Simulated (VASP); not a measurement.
# LiC2 (P-6m2) in VASP: a series of runs

LiC2 is run at these levels: PBE; tasks: single point, relaxation of cell and atoms.

Program: VASP 6.6.1. These are calculated values, not measurements. Logs are shortened: lines on timing, memory, paths and dates and some standing lists are left out, and cuts for length are marked.

## 1. The cell of the first run

It takes space group P-6m2 (No. 187, hexagonal). The conventional cell has a = 2.680 Å, b = 2.680 Å, c = 4.225 Å, α = 90.00°, β = 90.00°, γ = 120.00°. Li (site symmetry -6m2) has 6 C at 1.93 Å and 6 Li at 2.68 Å within 2.7 Å. C (site symmetry 3m) has 2 C at 1.90 to 2.32 Å and 3 Li at 1.93 Å within 2.5 Å.

The cell was built from a structure type or drawn by symmetry, and may not be a known phase.

## 2. Single point, PBE

The input, INCAR:

```
SYSTEM = LiC2
PREC = Accurate ; ENCUT = 520
EDIFF = 1E-6 ; ISMEAR = 0
SIGMA = 0.1 ; LREAL = .False.
LASPH = .True. ; NELM = 100
ALGO = Normal ; ISIF = 2
LWAVE = .False. ; LCHARG = .True.
GGA = PE ; LELF = .True.
LVHAR = .True. ; NBANDS = 12
```

The input, KPOINTS:

```
regular mesh
0
Gamma
  6 6 4
  0 0 0
```

The input, POSCAR:

```
LiC2
1.0
    2.6799703300      0.0000000000      0.0000000000
   -1.3399851600      2.3209223800      0.0000000000
    0.0000000000      0.0000000000      4.2246580700
Li C
1 2
Direct
    0.0000000000      0.0000000000      0.0000000000
    0.6666666700      0.3333333300      0.7249647000
    0.6666666700      0.3333333300      0.2750353000
```

Potentials or basis: VASP PAW PBE potentials, release 64 (Li_sv, C).

Started as:

```
cat potpaw_PBE.64/Li_sv/POTCAR potpaw_PBE.64/C/POTCAR > POTCAR
mpirun -np 1 vasp_std > vasp.out
```

OUTCAR:

```text
SYSTEM = LiC2
   PREC = Accurate
   ENCUT = 520
   EDIFF = 1E-6
   ISMEAR = 0
   LREAL = .False.
   LASPH = .True.
   NELM = 100
   ISIF = 2
   GGA = PE

 ion  position               nearest neighbor table
   1  0.000  0.000  0.000-   2 1.93   3 1.93   2 1.93   3 1.93   2 1.93   3 1.93
   2  0.667  0.333  0.725-   3 1.90   1 1.93   1 1.93   1 1.93
   3  0.667  0.333  0.275-   2 1.90   1 1.93   1 1.93   1 1.93

  LATTYP: Found a hexagonal cell.
 ALAT       =     2.6799703300
 C/A-ratio  =     1.5763824035

  Lattice vectors:

 A1 = (   2.6799703300,   0.0000000000,   0.0000000000)
 A2 = (  -1.3399851600,   2.3209223800,   0.0000000000)
 A3 = (   0.0000000000,   0.0000000000,   4.2246580700)

Analysis of symmetry for initial positions (statically):
=====================================================================
 Subroutine PRICEL returns:
 Original cell was already a primitive cell.

 Routine SETGRP: Setting up the symmetry group for a
 hexagonal supercell.

 Subroutine GETGRP returns: Found 12 space group operations
 (whereof 12 operations were pure point group operations)
 out of a pool of 24 trial point group operations.

The static configuration has the point symmetry D_3h.

Analysis of symmetry for dynamics (positions and initial velocities):
=====================================================================
 Subroutine PRICEL returns:
 Original cell was already a primitive cell.

 Routine SETGRP: Setting up the symmetry group for a
 hexagonal supercell.

 Subroutine GETGRP returns: Found 12 space group operations
 (whereof 12 operations were pure point group operations)
 out of a pool of 24 trial point group operations.

The dynamic configuration has the point symmetry D_3h.

 Subroutine INISYM returns: Found 12 space group operations
 (whereof 12 operations are pure point group operations),
 and found     1 'primitive' translations

----------------------------------------------------------------------------------------

                                     Primitive cell

  volume of cell :      26.2774

  direct lattice vectors                    reciprocal lattice vectors
     2.679970330  0.000000000  0.000000000     0.373138459  0.215431590  0.000000000
    -1.339985160  2.320922380  0.000000000     0.000000000  0.430863181  0.000000000
     0.000000000  0.000000000  4.224658070     0.000000000  0.000000000  0.236705547

  length of vectors
     2.679970330  2.679970321  4.224658070     0.430863180  0.430863181  0.236705547

  position of ions in fractional coordinates (direct lattice)
     0.000000000  0.000000000  0.000000000
     0.666666670  0.333333330  0.724964700
     0.666666670  0.333333330  0.275035300

  ion indices of the primitive-cell ions
   primitive index   ion index
                 1           1
                 2           2
                 3           3

----------------------------------------------------------------------------------------

 KPOINTS: regular mesh

Automatic generation of k-mesh.
 Grid dimensions read from file:
 generate k-points for:    6    6    4

 Generating k-lattice:

  Cartesian coordinates                     Fractional coordinates (reciprocal lattice)
     0.062189743  0.035905265  0.000000000     0.166666667 -0.000000000  0.000000000
     0.000000000  0.071810530  0.000000000     0.000000000  0.166666667  0.000000000
     0.000000000  0.000000000  0.059176387     0.000000000  0.000000000  0.250000000

  Length of vectors
     0.071810530  0.071810530  0.059176387

  Shift w.r.t. Gamma in fractional coordinates (k-lattice)
     0.000000000  0.000000000  0.000000000

 Subroutine IBZKPT returns following result:
 ===========================================

 Found     21 irreducible k-points:

 Following reciprocal coordinates:
            Coordinates               Weight
  0.000000  0.000000  0.000000      1.000000
  0.166667 -0.000000  0.000000      6.000000
  0.333333 -0.000000  0.000000      6.000000
  0.500000 -0.000000  0.000000      3.000000
  0.166667  0.166667  0.000000      6.000000
  0.333333  0.166667  0.000000     12.000000
[... 13 lines left out ...]
  0.333333  0.166667  0.500000     12.000000
  0.333333  0.333333  0.500000      2.000000
   k-points           NKPTS =     21   k-points in BZ     NKDIM =     21   number of bands    NBANDS=     12
   number of dos      NEDOS =    301   number of ions     NIONS =      3
   total plane-waves  NPLWV =  12800
   dimension x,y,z NGX =    20 NGY =   20 NGZ =   32
   dimension x,y,z NGXF=    40 NGYF=   40 NGZF=   64
   ions per type =               1   2
   NGX,Y,Z   is equivalent  to a cutoff of  12.41, 12.41, 12.59 a.u.
   NGXF,Y,Z  is equivalent  to a cutoff of  24.81, 24.81, 25.18 a.u.
 SYSTEM =  LiC2
   PREC   = accura    normal or accurate (medium, high low for compatibility)
   ISTART =      0    job   : 0-new  1-cont  2-samecut
   ICHARG =      2    charge: 1-file 2-atom 10-const
   ISPIN  =      1    spin polarized calculation?
   LNONCOLLINEAR =      F non collinear calculations
   LSORBIT =      F    spin-orbit coupling
   LASPH  =      T    aspherical Exc in radial PAW
   ENCUT  =  520.0 eV  38.22 Ry    6.18 a.u.   4.98  4.98  7.86*2*pi/ulx,y,z
   NELM   =    100;   NELMIN=  2; NELMDL= -5     # of ELM steps
   EDIFF  = 0.1E-05   stopping-criterion for ELM
   LREAL  =      F    real-space projection
   EDIFFG = 0.1E-04   stopping-criterion for IOM
   NSW    =      0    number of steps for IOM
   IBRION =     -1    ionic relax: 0-MD 1-quasi-New 2-CG
   NFREE  =      0    steps in history (QN), initial steepest desc. (CG)
   ISIF   =      2    stress and relaxation
   ISYM   =      2    0-nonsym 1-usesym 2-fastsym
   POTIM  = 0.5000    time-step for ionic-motion
   TEBEG  =    0.0;   TEEND  =   0.0 temperature during run
   PSTRESS=    0.0 pullay stress
   NELECT =      11.0000    total number of electrons
   NUPDOWN=      -1.0000    fix difference up-down
   EMIN   =  10.00;   EMAX   =-10.00  energy-range for DOS
   EFERMI =   0.00;   METHOD = LEGACY
   ISMEAR =     0;   SIGMA  =   0.10  broadening in eV -4-tet -1-fermi 0-gaus
   EFERMI_NEDOS =   21; number of points for ismear=-14 and -15
   IALGO  =     38    algorithm
   IMIX   =      4    mixing-type and parameters
     AMIX     =   0.40;   BMIX     =  1.00
     AMIX_MAG =   1.60;   BMIX_MAG =  1.00
  volume/ion in A,a.u.               =       8.76        59.11
  Fermi-wavevector in a.u.,A,eV,Ry     =   1.224649  2.314251 20.405548  1.499765
  Thomas-Fermi vector in A             =   2.359716
   LORBIT       =      0    0 simple, 1 ext, 2 COOP (PROOUT), +10 PAW based schemes
   GGA     = PE    functional components
   LHFCALC =     F    Hartree Fock is set to
   AEXX    =    0.0000 exact exchange contribution
   IVDW    =     0    specifies the selected vdW correction
   LEPSILON=     F    determine dielectric tensor
   LRPA    =     F    only Hartree local field effects (RPA)
 non-spin polarized calculation
 Gauss-broadening in eV      SIGMA  =   0.10
  energy-cutoff  :      520.00
  volume of cell :       26.28
 maximum number of plane-waves:       732
 NGX is ok and might be reduce to    20
   NGX =  9   NGY =  9   NGZ = 15

 number of electron      11.0000006 magnetization

 Free energy of the ion-electron system (eV)
  ---------------------------------------------------
  ext. energy  EPLUGINS =         0.00000000
  ---------------------------------------------------
  free energy    TOTEN  =       -12.22794825 eV

  energy without entropy =      -12.22196459  energy(sigma->0) =      -12.22495642

 E-fermi :   3.5556     XC(G=0): -10.8185

 val. band max:        3.3064688910   @ k =   0.3333   0.3333   0.0000
 cond. band min:       3.5655334583   @ k =   0.1667   0.1667   0.5000
 fundamental gap:      0.2590645673
 Fermi energy:         3.5555613164

 k-point     1 :       0.0000    0.0000    0.0000
  band No.  band energies     occupation
      1     -40.3186      2.00000
      2      -9.7207      2.00000
      3      -4.8856      2.00000
      4      -1.4616      2.00000
      5       5.9153      0.00000
      6       5.9153      0.00000
      7       8.3991      0.00000
      8       8.3991      0.00000
      9      11.0231      0.00000
     10      17.3709      0.00000
     11      20.0721      0.00000
     12      20.0910      0.00000

 k-point     2 :       0.1667   -0.0000    0.0000
  band No.  band energies     occupation
      1     -40.2995      2.00000
      2      -9.2426      2.00000
      3      -4.3431      2.00000
      4      -1.2369      2.00000
      5       4.0400      0.00000
      6       5.3655      0.00000
      7       7.0288      0.00000
      8       8.0436      0.00000
      9      11.2406      0.00000
     10      16.6677      0.00000
     11      18.7385      0.00000
     12      20.5673      0.00000

 k-point     3 :       0.3333   -0.0000    0.0000
  band No.  band energies     occupation
      1     -40.2610      2.00000
      2      -7.9665      2.00000
      3      -2.8303      2.00000
      4      -0.7665      2.00000
      5       0.7544      2.00000
      6       4.1111      0.00000
      7       4.4466      0.00000
      8       7.4062      0.00000
      9      11.6849      0.00000
     10      13.5756      0.00000
     11      17.5084      0.00000
     12      20.4086      0.00000

 k-point     4 :       0.5000   -0.0000    0.0000
  band No.  band energies     occupation
      1     -40.2418      2.00000
      2      -6.9602      2.00000
      3      -1.4169      2.00000
      4      -1.3897      2.00000
      5      -0.1375      2.00000
      6       2.0775      2.00000
      7       4.0504      0.00000
      8       7.1167      0.00000
      9      11.9207      0.00000
     10      12.2154      0.00000
     11      16.6964      0.00000
     12      19.8677      0.00000

 k-point     5 :       0.1667    0.1667    0.0000
  band No.  band energies     occupation
      1     -40.2706      2.00000
      2      -8.3526      2.00000
      3      -3.3082      2.00000
      4      -0.8447      2.00000
      5       1.9117      2.00000
      6       4.0110      0.00000
      7       5.3034      0.00000
      8       7.0195      0.00000
      9      11.5734      0.00000
     10      14.9104      0.00000
     11      18.2844      0.00000
     12      20.0476      0.00000
[... 183 lines left out ...]
      1     -40.2416      2.00000
      2      -5.7697      2.00000
      3      -5.0447      2.00000
      4      -0.6575      2.00000
      5       0.9606      2.00000
      6       4.6313      0.00000
      7       5.1651      0.00000
      8       5.5166      0.00000
      9       8.1111      0.00000
     10      15.0915      0.00000
     11      16.1635      0.00000
     12      18.7951      0.00000

 k-point    19 :       0.1667    0.1667    0.5000
  band No.  band energies     occupation
      1     -40.2704      2.00000
      2      -7.4656      2.00000
      3      -6.0801      2.00000
      4       2.3923      2.00000
      5       3.5655      0.88785
      6       4.2359      0.00000
      7       4.9792      0.00000
      8       5.4873      0.00000
      9       7.7066      0.00000
     10      16.8469      0.00000
     11      19.1765      0.00000
     12      19.8216      0.00000

 k-point    20 :       0.3333    0.1667    0.5000
  band No.  band energies     occupation
      1     -40.2416      2.00000
      2      -5.9029      2.00000
      3      -5.0652      2.00000
      4       0.2635      2.00000
      5       1.5041      2.00000
      6       3.6226      0.34281
      7       4.4476      0.00000
      8       4.7188      0.00000
      9       8.1669      0.00000
     10      15.9043      0.00000
     11      18.2427      0.00000
     12      19.4870      0.00000

 k-point    21 :       0.3333    0.3333    0.5000
  band No.  band energies     occupation
      1     -40.2322      2.00000
      2      -5.2195      2.00000
      3      -4.5947      2.00000
      4       0.8203      2.00000
      5       1.2597      2.00000
      6       1.3413      2.00000
      7       3.2443      1.99999
      8       4.9272      0.00000
      9       8.3698      0.00000
     10      15.8839      0.00000
     11      20.0559      0.00000
     12      20.3196      0.00000

------------------------ aborting loop because EDIFF is reached ----------------------------------------

  FORCE on cell =-STRESS in cart. coord.  units (eV):
  Direction    XX          YY          ZZ          XY          YZ          ZX
  --------------------------------------------------------------------------------------
  -------------------------------------------------------------------------------------
  Total       -0.2929550     -0.2929550     -1.2388429     -0.0000000     -0.0000000      0.0000000
  in kB      -17.8619701    -17.8619700    -75.5343772     -0.0000000     -0.0000000      0.0000000
  external PRESSURE =     -37.0861058 kB  Pullay stress =       0.0000000 kB

 VOLUME and BASIS-vectors are now :
 -----------------------------------------------------------------------------
  energy-cutoff  :      520.00
  volume of cell :       26.28
      direct lattice vectors                 reciprocal lattice vectors
     2.679970330  0.000000000  0.000000000     0.373138459  0.215431590  0.000000000
    -1.339985160  2.320922380  0.000000000     0.000000000  0.430863181  0.000000000
     0.000000000  0.000000000  4.224658070     0.000000000  0.000000000  0.236705547

 POSITION                                       TOTAL-FORCE (eV/Angst)
 -----------------------------------------------------------------------------------
      0.00000      0.00000      0.00000         0.000000     -0.000000      0.000000
      1.33999      0.77364      3.06273        -0.000000      0.000000     -5.498010
      1.33999      0.77364      1.16193        -0.000000      0.000000      5.498010
 -----------------------------------------------------------------------------------
    total drift:                               -0.000008      0.000005      0.000000

  FREE ENERGIE OF THE ION-ELECTRON SYSTEM (eV)
  ---------------------------------------------------
  free  energy   TOTEN  =       -12.2279482533 eV

  energy  without entropy=      -12.2219645892  energy(sigma->0) =      -12.22495642
```

Run time: 5.7 s. Hardware: 1 thread of Intel Xeon Platinum 8259CL at 2.50GHz (Skylake/Cascade Lake), shared host; peak memory 0.13 GiB.

What came out:

| Item | Value |
| --- | --- |
| Free energy | -12.2279 eV |
| Largest force | 5.498 eV/Å |
| Band gap on the k mesh | zero (an odd number of electrons rules out a gap without spin polarisation) |

Forces on the atoms (eV/Å):
```
Li   0.000  0.000  0.000
C    0.000  0.000 -5.498
C    0.000  0.000  5.498
```

Caveat: the k points lie up to 0.45 Å⁻¹ apart, too coarse for converged energies and pressures of a metal; the cutoff is under 1.25 times the usual one of these potentials, so pressure, stress and relaxed cells hold a basis-set (Pulay) error; forces of over 1 eV/Å act on the atoms, so gaps and moduli don't describe the material at rest.

## 3. Single point, PBE

This run uses another cell than the first one, of 11.99 Å³/atom.

The input, INCAR:

```
ALGO     = Normal         # electronic algorithm
EDIFF    = 1E-7           # SCF threshold, eV
ENCUT    = 520            # plane-wave cutoff, eV
GGA      = PE             # functional
ISIF     = 2              # what is computed and relaxed
ISMEAR   = 0              # smearing method
LASPH    = True           # aspherical terms in the spheres
LCHARG   = False          # write CHGCAR
LREAL    = False          # projectors in reciprocal space
LWAVE    = False          # write WAVECAR
NBANDS   = 12             # bands
NELM     = 80             # most SCF steps
PREC     = Accurate       # precision mode
SIGMA    = 0.1            # smearing width, eV
```

The input, KPOINTS:

```
k-points
0
Gamma
  6 6 4
```

The input, POSCAR:

```
LiC2
1.0
    3.1263360380     -0.0000000034      0.0000000000
   -1.5631680161      2.7074864314      0.0000000000
    0.0000000000      0.0000000000      4.2477533885
Li C
1 2
Direct
    0.0000000000      0.0000000000      0.0000000000
    0.6666666667      0.3333333333      0.6502544081
    0.6666666667      0.3333333333      0.3497455919
```

Potentials or basis: VASP PAW PBE potentials, release 64 (Li_sv, C).

Started as:

```
cat potpaw_PBE.64/Li_sv/POTCAR potpaw_PBE.64/C/POTCAR > POTCAR
mpirun -np 1 vasp_std > vasp.out
```

It took 7.3 s on 1 thread of Intel Xeon Platinum 8259CL at 2.50GHz (Skylake/Cascade Lake), shared host; peak memory 0.14 GiB.

Results (log left out):

```
Free energy            : -16.1854 eV
Largest force          : 0.103 eV/Å
Band gap on the k mesh : zero (an odd number of electrons rules out a gap without spin polarisation)
```

Forces on the atoms (eV/Å):
```
Li   0.000  0.000  0.000
C    0.000  0.000  0.103
C    0.000  0.000 -0.103
```

Levels at points of the mesh, in eV from the Fermi level:
| k point | band 3 | band 4 | band 5 | band 6 | band 7 | band 8 |
| --- | --- | --- | --- | --- | --- | --- |
| (0.00, 0.00, 0.00) | -4.13 | -3.22 | 0.44 | 0.44 | 7.74 | 7.74 |
| (0.50, 0.00, 0.00) | -3.40 | -2.51 | -2.15 | -0.42 | 3.53 | 6.96 |
| (0.00, 0.00, 0.50) | -5.85 | -0.93 | 0.60 | 0.60 | 6.99 | 6.99 |
| (0.50, 0.00, 0.50) | -4.44 | -3.12 | -0.15 | 0.39 | 2.10 | 5.65 |

Caveat: the k points lie up to 0.39 Å⁻¹ apart, too coarse for converged energies and pressures of a metal; the cutoff is under 1.25 times the usual one of these potentials, so pressure, stress and relaxed cells hold a basis-set (Pulay) error.

[end of part 1 of 2]
